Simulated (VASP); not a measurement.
Here is a VASP 6.6.1 calculation.

INCAR

```
SYSTEM = TaS2
ALGO = Normal
EDIFF = 1E-6
ENCUT = 500
GGA = PE
GGA_COMPAT = .FALSE.
ISIF = 2
ISMEAR = -1
LASPH = .TRUE.
LCHARG = .FALSE.
LREAL = .FALSE.
LWAVE = .FALSE.
NBANDS = 18
NELM = 120
PREC = Accurate
SIGMA = 0.03
```

File KPOINTS:

```
k-points
0
G
  9 9 5
  0 0 0
```

File POSCAR:

```
TaS2
1.0
    3.4170021630      0.0000000000      0.0000000000
   -1.7085010815      2.9592106780      0.0000000000
    0.0000000000      0.0000000000      5.8600000000
Ta S
1 2
Direct
    0.0000000000      0.0000000000      0.0000000000
    0.3333333333      0.6666666667      0.2500000000
    0.6666666667      0.3333333333      0.7500000000
```

Potentials or basis: VASP PAW PBE potentials, release 64 (Ta_pv, S).

Launch:

```console
$ cat potpaw_PBE.64/Ta_pv/POTCAR potpaw_PBE.64/S/POTCAR > POTCAR
$ mpirun -np 1 vasp_std > vasp.out
```

Task: Predict the largest force.

Result: 0.704 eV/Å.

Task: Estimate the pressure.

Result: 3.3 GPa.

Stress tensor (GPa, compression positive):
```
1.12 0.00 0.00
0.00 1.12 0.00
0.00 0.00 7.58
```

Caveat: the cell differs from its parent crystal (equal xx and yy strain of +2 %); this functional lacks dispersion, which binds the layers, so the pressure and a relaxed spacing across them are unreliable.
